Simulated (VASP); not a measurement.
The system is AlN.

```xyz
4
Lattice="3.1130 0.0000 0.0000 -1.5565 2.6959 0.0000 0.0000 0.0000 4.9810" Properties=species:S:1:pos:R:3 pbc="T T T"
Al    1.5565    0.8986    2.4905
Al    0.0000    1.7973    0.0000
N     1.5565    0.8986    4.3833
N     0.0000    1.7973    1.8928
```

- Program: VASP 6.6.1
- Task: relaxation of cell and atoms
- Functional: RPBE
- Dispersion: D3(BJ)
- Potentials or basis: VASP PAW PBE potentials, release 64 (Al, N)
- Cutoff: 600 eV
- k mesh: 10 × 10 × 6
- Occupations: fermi-dirac, width 0.05 eV
- Spin: no spin polarisation

At the start: pressure -14.4 GPa; volume 10.45 Å³/atom.

**Question.** Where does the relaxation end?

**Answer.** Over 8 steps the energy falls by 35.3 meV/atom and the volume is 9.72 Å³/atom (-7.0 %); space group P6_3mc (No. 186, to 0.05 Å).

The path:
| step | energy change (eV) | largest force (eV/Å) | pressure (GPa) | volume (Å³) |
| --- | --- | --- | --- | --- |
| 1 | 0.0000 | 0.1509 | -14.40 | 41.80 |
| 2 | -0.0013 | 0.0847 | 18.11 | 36.37 |
| 3 | -0.1390 | 0.0592 | -0.15 | 38.95 |
| 4 | -0.1390 | 0.0569 | 0.17 | 38.90 |
| 5 | -0.1405 | 0.0611 | 0.19 | 38.88 |
| 6 | -0.1410 | 0.0678 | 0.22 | 38.86 |
| 7 | -0.1408 | 0.0899 | -0.27 | 38.93 |
| 8 | -0.1414 | 0.0001 | 0.01 | 38.89 |

Final structure:
```
Al N
1.0
     3.04739    0.00000    0.00000
    -1.52370    2.63912    0.00000
     0.00000    0.00000    4.83609
Al N
2 2
Direct
  0.66667 0.33333 0.49767
  0.33333 0.66667 0.99767
  0.66667 0.33333 0.88233
  0.33333 0.66667 0.38233
```

Caveat: the PAW data sets were made with another functional, which shifts forces and pressure a little.
